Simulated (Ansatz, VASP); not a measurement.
# One calculation of NaFeN, two programs

```
Na Fe N
1.0
     3.02898    0.00000    0.00000
    -1.51449    2.62317    0.00000
     0.00000    0.00000    9.98570
Na Fe N
2 2 2
Direct
  0.66667 0.33333 0.76181
  0.33333 0.66667 0.26181
  0.00000 0.00000 0.51829
  0.00000 0.00000 0.01829
  0.33333 0.66667 0.56454
  0.66667 0.33333 0.06454
```

Alike in both runs: task single point; functional PBE; k mesh 9 × 9 × 2; no spin polarisation.

|  | VASP | Ansatz |
| --- | --- | --- |
| version | VASP 6.6.1 | Ansatz 0.2.0 |
| potentials or method | VASP PAW PBE potentials, release 64 (Na_pv, Fe, N) | plane waves, PAW |
| plane-wave cutoff (eV) | 520 | 420 |
| occupations | gaussian, width 0.01 eV | fixed |
| valence electrons in the cell | 40 | 60 |

|  | VASP | Ansatz | Ansatz less VASP |
| --- | --- | --- | --- |
| gap on the k mesh at the Fermi level (eV) | 0.33 | 0.35 | +0.018 |
| pressure (GPa) | -2.6 | -3.6 | -0.91 |
| traceless stress, the component that is largest in VASP (GPa) | 0.80 | 1.64 | +0.835 |
| rms of the force components (eV/Å) | 0.065 | 0.117 | +0.0521 |

Atom by atom the forces differ by 0.053 eV/Å (rms over components). VASP's potentials hold 40 valence electrons a cell and Ansatz's 60, so a difference there can come from the potentials and not from the codes.
